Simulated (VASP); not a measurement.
# Mg3O5 in VASP: a series of runs

Runs on Mg3O5. Level: PBE. Tasks: single point.

Everything below comes from runs of VASP 6.6.1. Logs are shortened: lines on timing, memory, paths and dates and some standing lists are left out, and cuts for length are marked.

**1. The cell of the first run**

The cell holds a slab with vacuum, 8 atoms: a = 3.009 Å, b = 3.009 Å, c = 22.640 Å, α = 90.00°, β = 90.00°, γ = 120.00°.

**2. Single point, PBE, collinear spin**

The input, INCAR:

```
SYSTEM = Mg3O5
PREC = Accurate ; ENCUT = 520
EDIFF = 1E-6 ; ISMEAR = 0
SIGMA = 0.05 ; LREAL = .False.
LASPH = .True. ; NELM = 150
ALGO = Normal ; ISIF = 2
LWAVE = .False. ; LCHARG = .True.
ISPIN = 2 ; MAGMOM = 0 0 0 0 2 0 0 0
LORBIT = 11 ; LDIPOL = .True.
IDIPOL = 3 ; DIPOL = 0.5 0.5 0.365
GGA = PE ; LELF = .True.
LVHAR = .True. ; LVACPOTAV = .True.
NBANDS = 32
```

The input, KPOINTS:

```
Automatic mesh
0
Gamma
  9 9 1
  0 0 0
```

The input, POSCAR:

```
Mg3O5
1.0
    3.0085896345      0.0000000000      0.0000000000
   -1.5042948172      2.6055150530      0.0000000000
    0.0000000000      0.0000000000     22.6402161784
O Mg
5 3
Direct
    0.3333333333      0.6666666667      0.1766767582
    0.0000000000      0.0000000000      0.2851785115
    0.6666666667      0.3333333333      0.3912489372
    0.3333333333      0.6666666667      0.4920543201
    0.3333333333      0.6666666667      0.5527331752
    0.6666666667      0.3333333333      0.2309276348
    0.3333333333      0.6666666667      0.3403531132
    0.0000000000      0.0000000000      0.4520540599
```

Potentials or basis: VASP PAW PBE potentials, release 64 (O, Mg).

The run is started by

```
> cat potpaw_PBE.64/O/POTCAR potpaw_PBE.64/Mg/POTCAR > POTCAR
> mpirun -np 1 vasp_std > vasp.out
```

OUTCAR:

```text
SYSTEM = Mg3O5
   PREC = Accurate
   ENCUT = 520
   EDIFF = 1E-6
   ISMEAR = 0
   LREAL = .False.
   LASPH = .True.
   NELM = 150
   ISIF = 2
   ISPIN = 2
   LORBIT = 11
   GGA = PE

 ion  position               nearest neighbor table
   1  0.333  0.667  0.177-   6 2.13   6 2.13   6 2.13
   2  0.000  0.000  0.285-   6 2.13   6 2.13   6 2.13   7 2.14   7 2.14   7 2.14
   3  0.667  0.333  0.391-   7 2.08   7 2.08   7 2.08   8 2.22   8 2.22   8 2.22
   4  0.333  0.667  0.492-   5 1.37   8 1.96   8 1.96   8 1.96
   5  0.333  0.667  0.553-   4 1.37
   6  0.667  0.333  0.231-   1 2.13   1 2.13   1 2.13   2 2.13   2 2.13   2 2.13   7 3.03   7 3.03
                             7 3.03
   7  0.333  0.667  0.340-   3 2.08   3 2.08   3 2.08   2 2.14   2 2.14   2 2.14   6 3.03   6 3.03
                             6 3.03   8 3.07   8 3.07   8 3.07
   8  0.000  0.000  0.452-   4 1.96   4 1.96   4 1.96   3 2.22   3 2.22   3 2.22   7 3.07   7 3.07
                             7 3.07

  LATTYP: Found a hexagonal cell.
 ALAT       =     3.0085896345
 C/A-ratio  =     7.5251925084

  Lattice vectors:

 A1 = (   3.0085896345,   0.0000000000,   0.0000000000)
 A2 = (  -1.5042948172,   2.6055150530,   0.0000000000)
 A3 = (   0.0000000000,   0.0000000000,  22.6402161784)

Analysis of symmetry for initial positions (statically):
=====================================================================
 Subroutine PRICEL returns:
 Original cell was already a primitive cell.

 Routine SETGRP: Setting up the symmetry group for a
 hexagonal supercell.

 Subroutine GETGRP returns: Found  6 space group operations
 (whereof  6 operations were pure point group operations)
 out of a pool of 24 trial point group operations.

The static configuration has the point symmetry C_3v.

Analysis of symmetry for dynamics (positions and initial velocities):
=====================================================================
 Subroutine PRICEL returns:
 Original cell was already a primitive cell.

 Routine SETGRP: Setting up the symmetry group for a
 hexagonal supercell.

 Subroutine GETGRP returns: Found  6 space group operations
 (whereof  6 operations were pure point group operations)
 out of a pool of 24 trial point group operations.

The dynamic configuration has the point symmetry C_3v.

Analysis of structural, dynamic, and magnetic symmetry:
=====================================================================
 Subroutine PRICEL returns:
 Original cell was already a primitive cell.

 Routine SETGRP: Setting up the symmetry group for a
 hexagonal supercell.

 Subroutine GETGRP returns: Found  6 space group operations
 (whereof  6 operations were pure point group operations)
 out of a pool of 24 trial point group operations.

The overall configuration has the point symmetry C_3v.

 Subroutine INISYM returns: Found  6 space group operations
 (whereof  6 operations are pure point group operations),
 and found     1 'primitive' translations

----------------------------------------------------------------------------------------

                                     Primitive cell

  volume of cell :     177.4750

  direct lattice vectors                    reciprocal lattice vectors
     3.008589634  0.000000000  0.000000000     0.332381654  0.191900638  0.000000000
    -1.504294817  2.605515053  0.000000000     0.000000000  0.383801275  0.000000000
     0.000000000  0.000000000 22.640216178     0.000000000  0.000000000  0.044169190

  length of vectors
     3.008589634  3.008589634 22.640216178     0.383801275  0.383801275  0.044169190

  position of ions in fractional coordinates (direct lattice)
     0.333333333  0.666666667  0.176676758
     0.000000000  0.000000000  0.285178511
     0.666666667  0.333333333  0.391248937
     0.333333333  0.666666667  0.492054320
     0.333333333  0.666666667  0.552733175
     0.666666667  0.333333333  0.230927635
     0.333333333  0.666666667  0.340353113
     0.000000000  0.000000000  0.452054060

  ion indices of the primitive-cell ions
   primitive index   ion index
                 1           1
                 2           2
                 3           3
                 4           4
                 5           5
                 6           6
[... 52 lines left out ...]
   PREC   = accura    normal or accurate (medium, high low for compatibility)
   ISTART =      0    job   : 0-new  1-cont  2-samecut
   ICHARG =      2    charge: 1-file 2-atom 10-const
   ISPIN  =      2    spin polarized calculation?
   LNONCOLLINEAR =      F non collinear calculations
   LSORBIT =      F    spin-orbit coupling
   LASPH  =      T    aspherical Exc in radial PAW
   ENCUT  =  520.0 eV  38.22 Ry    6.18 a.u.   5.59  5.59 42.10*2*pi/ulx,y,z
   NELM   =    150;   NELMIN=  2; NELMDL= -5     # of ELM steps
   EDIFF  = 0.1E-05   stopping-criterion for ELM
   LREAL  =      F    real-space projection
   EDIFFG = 0.1E-04   stopping-criterion for IOM
   NSW    =      0    number of steps for IOM
   IBRION =     -1    ionic relax: 0-MD 1-quasi-New 2-CG
   NFREE  =      0    steps in history (QN), initial steepest desc. (CG)
   ISIF   =      2    stress and relaxation
   ISYM   =      2    0-nonsym 1-usesym 2-fastsym
   POTIM  = 0.5000    time-step for ionic-motion
   TEBEG  =    0.0;   TEEND  =   0.0 temperature during run
   PSTRESS=    0.0 pullay stress
   NELECT =      36.0000    total number of electrons
   NUPDOWN=      -1.0000    fix difference up-down
   EMIN   =  10.00;   EMAX   =-10.00  energy-range for DOS
   EFERMI =   0.00;   METHOD = LEGACY
   ISMEAR =     0;   SIGMA  =   0.05  broadening in eV -4-tet -1-fermi 0-gaus
   EFERMI_NEDOS =   21; number of points for ismear=-14 and -15
   IALGO  =     38    algorithm
   IMIX   =      4    mixing-type and parameters
     AMIX     =   0.40;   BMIX     =  1.00
     AMIX_MAG =   1.60;   BMIX_MAG =  1.00
  volume/ion in A,a.u.               =      22.18       149.71
  Fermi-wavevector in a.u.,A,eV,Ry     =   0.961900  1.817728 12.588815  0.925252
  Thomas-Fermi vector in A             =   2.091312
   LORBIT       =     11    0 simple, 1 ext, 2 COOP (PROOUT), +10 PAW based schemes
   GGA     = PE    functional components
   LHFCALC =     F    Hartree Fock is set to
   AEXX    =    0.0000 exact exchange contribution
   IVDW    =     0    specifies the selected vdW correction
   LEPSILON=     F    determine dielectric tensor
   LRPA    =     F    only Hartree local field effects (RPA)
 spin polarized calculation
 Gauss-broadening in eV      SIGMA  =   0.05
  energy-cutoff  :      520.00
  volume of cell :      177.47
 maximum number of plane-waves:      4861
 NGX is ok and might be reduce to    24
   NGX = 11   NGY = 11   NGZ = 85

 dipolmoment           0.000000      0.000000      0.022736 electrons x Angstroem

 number of electron      36.0000022 magnetization       1.1504951

 dipolmoment           0.000000      0.000000     -0.099367 electrons x Angstroem

 Free energy of the ion-electron system (eV)
  ---------------------------------------------------
  ext. energy  EPLUGINS =         0.00000000
  ---------------------------------------------------
  free energy    TOTEN  =       -42.09877164 eV

  energy without entropy =      -42.08547350  energy(sigma->0) =      -42.09212257

 E-fermi :  -3.4462     XC(G=0):  -5.2594

 val. band max:       -3.4495095874   @ k =   0.1111   0.0000   0.0000
 cond. band min:      -3.4242218174   @ k =   0.3333   0.2222   0.0000
 fundamental gap:      0.0252877699
 Fermi energy:        -3.4461879530

 spin component 1

 k-point     1 :       0.0000    0.0000    0.0000
  band No.  band energies     occupation
      1     -27.4108      1.00000
      2     -21.1567      1.00000
      3     -20.3951      1.00000
      4     -19.4039      1.00000
      5     -19.2682      1.00000
      6     -11.0253      1.00000
[... 385 lines left out ...]
     29       8.8774      0.00000
     30       9.1651      0.00000
 Fermi energy:        -3.4461879530

 spin component 2

 k-point     1 :       0.0000    0.0000    0.0000
  band No.  band energies     occupation
      1     -26.8512      1.00000
      2     -21.1128      1.00000
      3     -20.3313      1.00000
      4     -19.1268      1.00000
      5     -18.5986      1.00000
      6     -10.6308      1.00000
[... 385 lines left out ...]
     29       8.8805      0.00000
     30       9.2771      0.00000
 [bands above 30 left out]

------------------------ aborting loop because EDIFF is reached ----------------------------------------

  FORCE on cell =-STRESS in cart. coord.  units (eV):
  Direction    XX          YY          ZZ          XY          YZ          ZX
  --------------------------------------------------------------------------------------
  -------------------------------------------------------------------------------------
  Total        2.0268358      2.0268358     -0.6159394      0.0000000      0.0000000      0.0000000
  in kB       18.2975121     18.2975121     -5.5604699      0.0000000      0.0000000      0.0000000
  external PRESSURE =      10.3448515 kB  Pullay stress =       0.0000000 kB

 VOLUME and BASIS-vectors are now :
 -----------------------------------------------------------------------------
  energy-cutoff  :      520.00
  volume of cell :      177.47
      direct lattice vectors                 reciprocal lattice vectors
     3.008589634  0.000000000  0.000000000     0.332381654  0.191900638  0.000000000
    -1.504294817  2.605515053  0.000000000     0.000000000  0.383801275  0.000000000
     0.000000000  0.000000000 22.640216178     0.000000000  0.000000000  0.044169190

 POSITION                                       TOTAL-FORCE (eV/Angst)
 -----------------------------------------------------------------------------------
     -0.00000      1.73701      4.00000         0.000000      0.000000      1.131873
      0.00000      0.00000      6.45650         0.000000     -0.000000      0.227422
      1.50429      0.86851      8.85796         0.000000     -0.000000      1.383584
     -0.00000      1.73701     11.14022        -0.000000      0.000000      0.954437
     -0.00000      1.73701     12.51400        -0.000000     -0.000000      0.379376
      1.50429      0.86851      5.22825         0.000000      0.000000     -1.209780
     -0.00000      1.73701      7.70567         0.000000      0.000000     -0.607142
      0.00000      0.00000     10.23460         0.000000     -0.000000     -2.259770
 -----------------------------------------------------------------------------------
    total drift:                                0.000001     -0.000000      0.001420

  FREE ENERGIE OF THE ION-ELECTRON SYSTEM (eV)
  ---------------------------------------------------
  free  energy   TOTEN  =       -42.0987716428 eV

  energy  without entropy=      -42.0854734960  energy(sigma->0) =      -42.09212257

 vacuum level on the upper side and lower side of the slab         3.807         6.100

 total charge

# of ion       s       p       d       tot
------------------------------------------
    1        1.591   3.215   0.000   4.806
    2        1.545   3.530   0.000   5.074
    3        1.543   3.530   0.000   5.073
    4        1.566   3.512   0.000   5.078
    5        1.620   3.145   0.000   4.765
    6        0.147   0.164   0.068   0.378
    7        0.146   0.174   0.077   0.396
    8        0.157   0.186   0.083   0.426
--------------------------------------------------
tot          8.314  17.455   0.227  25.996

 magnetization (x)

# of ion       s       p       d       tot
------------------------------------------
    1        0.003   0.093   0.000   0.096
    2        0.000   0.027   0.000   0.027
    3       -0.000   0.009   0.000   0.009
    4        0.002   0.168   0.000   0.170
    5        0.008   0.652   0.000   0.660
    6       -0.001   0.000   0.001   0.001
    7       -0.000   0.000   0.000   0.000
    8       -0.001   0.005   0.004   0.008
--------------------------------------------------
tot          0.012   0.955   0.005   0.971
```

It took 4.7 min on 1 thread of Intel Xeon 6975P-C (Granite Rapids), shared host; peak memory 0.44 GiB.

Results:

```yaml
Free_energy: -42.0988 eV
Largest_force: 2.260 eV/Å
Net_moment: 1.15 μB per cell
Site_moments: O +0.10, +0.03, +0.01, +0.17, +0.66; Mg +0.00, +0.01 (each value once) μB
Valence_electrons_inside_the_program's_atomic_spheres: O 4.81, 5.07, 5.08, 4.76 (each value once); Mg 0.38, 0.40, 0.43
```

Forces in eV/Å, atoms in the order of the input:
```
O    0.000  0.000  1.132
O    0.000  0.000  0.227
O    0.000  0.000  1.384
O    0.000  0.000  0.954
O    0.000  0.000  0.379
Mg   0.000  0.000 -1.210
Mg   0.000  0.000 -0.607
Mg   0.000  0.000 -2.260
```

Levels at points of the mesh, in eV from the Fermi level:
Spin up:
| k point | band 17 | band 18 | band 19 | band 20 | band 21 | band 22 |
| --- | --- | --- | --- | --- | --- | --- |
| (0.00, 0.00, 0.00) | -0.70 | 0.41 | 0.41 | 3.85 | 5.19 | 5.98 |
Spin down:
```
           k point  band 14  band 15  band 16  band 17  band 18  band 19  band 20  band 21  band 22  band 23
(0.00, 0.00, 0.00)    -0.70    -0.25     0.31     0.31     0.61     0.61     4.07     5.40     6.06     6.87
```

**3. Single point, PBE, collinear spin**

The input, INCAR:

```
SYSTEM = Mg3O5
PREC = Accurate
ENCUT = 520
EDIFF = 1E-7
ISMEAR = 0
SIGMA = 0.05
LREAL = .False.
LASPH = .True.
NELM = 150
ALGO = Normal
ISIF = 2
LWAVE = .False.
LCHARG = .False.
ISPIN = 2
MAGMOM = 0 0 0 0 2 0 0 0
LORBIT = 11
LDIPOL = .True.
IDIPOL = 3
DIPOL = 0.5 0.5 0.361
GGA = PE
NBANDS = 32
```

KPOINTS is that of step 2.

POSCAR, as its differences from that of step 2:

```diff
@@ -12,3 +12,3 @@
     0.3333333333      0.6666666667      0.4920543201
-    0.3333333333      0.6666666667      0.5527331752
+    0.6666666667      1.3333333333      0.5191688016
     0.6666666667      0.3333333333      0.2309276348
```

Potentials or basis: VASP PAW PBE potentials, release 64 (O, Mg).

The run is started by

```
> cat potpaw_PBE.64/O/POTCAR potpaw_PBE.64/Mg/POTCAR > POTCAR
> mpirun -np 1 vasp_std > vasp.out
```

It took 4.6 min on 1 thread of Intel Xeon 6975P-C (Granite Rapids), shared host; peak memory 0.43 GiB.

Results (log left out):

* Free energy: -39.0729 eV
* Largest force: 2.793 eV/Å
* Net moment: 0.40 μB per cell
* Site moments: O -0.08, -0.03, +0.00, +0.17, +0.30; Mg -0.00, +0.01 (each value once) μB
* Valence electrons inside the program's atomic spheres: O 4.80, 5.07, 4.92, 4.72 (each value once); Mg 0.38, 0.40, 0.43

Forces in eV/Å, atoms in the order of the input:
```
O    0.000  0.000  1.132
O    0.000  0.000  0.050
O    0.000  0.000  0.917
O    0.000  0.000  2.188
O    0.000  0.000 -0.009
Mg   0.000  0.000 -1.146
Mg   0.000  0.000 -0.340
Mg   0.000  0.000 -2.793
```

Levels at points of the mesh, in eV from the Fermi level:
Spin up:
| k point | band 16 | band 17 | band 18 | band 19 | band 20 | band 21 |
| --- | --- | --- | --- | --- | --- | --- |
| (0.00, 0.00, 0.00) | -0.58 | -0.58 | -0.17 | 0.29 | 0.29 | 5.04 |
Spin down:
```
           k point  band 14  band 15  band 16  band 17  band 18  band 19  band 20  band 21  band 22  band 23
(0.00, 0.00, 0.00)    -0.62    -0.62    -0.57    -0.46    -0.46     0.41     0.41     5.02     6.49     6.75
```

**4. Single point, PBE, collinear spin**

The input, INCAR:

```
  PREC = Accurate
  ENCUT = 520
  EDIFF = 1E-6
  ISMEAR = 0
  SIGMA = 0.05
  LREAL = False
  LASPH = True
  NELM = 150
  ALGO = Normal
  ISIF = 2
  LWAVE = False
  LCHARG = False
  ISPIN = 2
  MAGMOM = 0 0 0 0 2 0 0 0
  LORBIT = 11
  LDIPOL = True
  IDIPOL = 3
  DIPOL = 0.5 0.5 0.365
  GGA = PE
  NBANDS = 32
```

The input, KPOINTS:

```
Automatic mesh
0
Gamma
  9 9 1
```

POSCAR, as its differences from that of step 3:

```diff
@@ -12,3 +12,3 @@
     0.3333333333      0.6666666667      0.4920543201
-    0.6666666667      1.3333333333      0.5191688016
+    1.0000000000      1.0000000000      0.5520525051
     0.6666666667      0.3333333333      0.2309276348
```

The run is started by

```
> cat potpaw_PBE.64/O/POTCAR potpaw_PBE.64/Mg/POTCAR > POTCAR
> mpirun -np 1 vasp_std > vasp.out
```

Run time: 4 min. Hardware: 1 thread of Intel Xeon 6975P-C (Granite Rapids), shared host; peak memory 0.42 GiB.

It converged, with:

| Quantity | Value |
| --- | --- |
| Free energy | -40.0016 eV |
| Largest force | 1.544 eV/Å |
| Net moment | 2.82 μB per cell |
| Site moments | O -0.09, -0.02, +0.08, +0.80, +1.61; Mg -0.00, +0.00, +0.01 μB |
| Valence electrons inside the program's atomic spheres | O 4.81, 5.07, 5.06, 4.93, 4.58; Mg 0.38, 0.40, 0.43 |

Forces on the atoms (eV/Å):
```
O    0.000  0.000  1.126
O    0.000  0.000  0.093
O    0.000  0.000  0.835
O    0.000  0.000  0.939
O    0.000  0.000 -0.012
Mg   0.000  0.000 -1.164
Mg   0.000  0.000 -0.274
Mg   0.000  0.000 -1.544
```

Levels at points of the mesh, in eV from the Fermi level:
Spin up:
```tsv
k point	band 15	band 16	band 17	band 18	band 19	band 20	band 21	band 22	band 23	band 24
(0.00, 0.00, 0.00)	-0.95	-0.60	-0.60	-0.17	0.31	0.31	5.10	6.40	6.73	8.09
```
Spin down:
```csv
k point,band 15,band 16,band 17,band 18,band 19,band 20
"(0.00, 0.00, 0.00)",-0.56,0.13,0.41,0.41,0.74,0.74
```

**5. The runs side by side**

```csv
cell,gap on the mesh (eV),moment (μB),largest force (eV/Å)
"as given, atomic positions A",none,1.15,2.26
"as given, atomic positions B",none,0.40,2.79
"as given, atomic positions C",none,2.82,1.54
```

Alike in all rows: task single point; level PBE; potentials or basis VASP PAW PBE potentials, release 64 (O, Mg); spin collinear; k mesh 9 × 9 × 1; cutoff (eV) 520; smearing gaussian 0.05 eV.

Total energies depend on the potentials used, so only differences within one code and one set of settings carry meaning.
